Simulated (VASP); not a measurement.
Input of a VASP 6.6.1 run:

Contents of INCAR:

```
SYSTEM = ZnS
PREC = Accurate
ENCUT = 520
EDIFF = 1E-7
ISMEAR = -1
SIGMA = 0.05
LREAL = .FALSE.
LASPH = .TRUE.
NELM = 60
ALGO = Normal
ISIF = 2
LWAVE = .FALSE.
LCHARG = .FALSE.
GGA = RP
IVDW = 12
NBANDS = 66
```

File KPOINTS:

```
Automatic mesh
0
G
  8 8 2
  0 0 0
```

POSCAR

```
ZnS
1.0
    3.8867640791      0.0000000000      0.0000000000
   -1.9433820395      3.3660364310      0.0000000000
    0.0000000000      0.0000000000     19.0565534549
Zn S
6 6
Direct
    0.3333333333      0.6666666667      0.8333300000
    0.6666666667      0.3333333333      0.3333300000
    0.6666666667      0.3333333333      0.6666700000
    0.3333333333      0.6666666667      0.1666700000
    0.0000000000      0.0000000000      0.5000000000
    0.0000000000      0.0000000000      0.0000000000
    0.3333333333      0.6666666667      0.9583300000
    0.6666666667      0.3333333333      0.4583300000
    0.6666666667      0.3333333333      0.7916700000
    0.3333333333      0.6666666667      0.2916700000
    0.0000000000      0.0000000000      0.6250000000
    0.0000000000      0.0000000000      0.1250000000
```

Potentials or basis: VASP PAW PBE potentials, release 64 (Zn, S).

The run is started by

```bash
$ cat potpaw_PBE.64/Zn/POTCAR potpaw_PBE.64/S/POTCAR > POTCAR
$ mpirun -np 1 vasp_std > vasp.out
```

(1) Predict the band gap on the k mesh.

(2) Predict the largest force.

(3) Estimate the dispersion energy per atom.

## Answers

(1) 2.08 eV.

(2) 0.023 eV/Å.

(3) -1.049 eV.

Caveat: the cell stands under tension; the PAW data sets were made with another functional, which shifts forces and pressure a little.
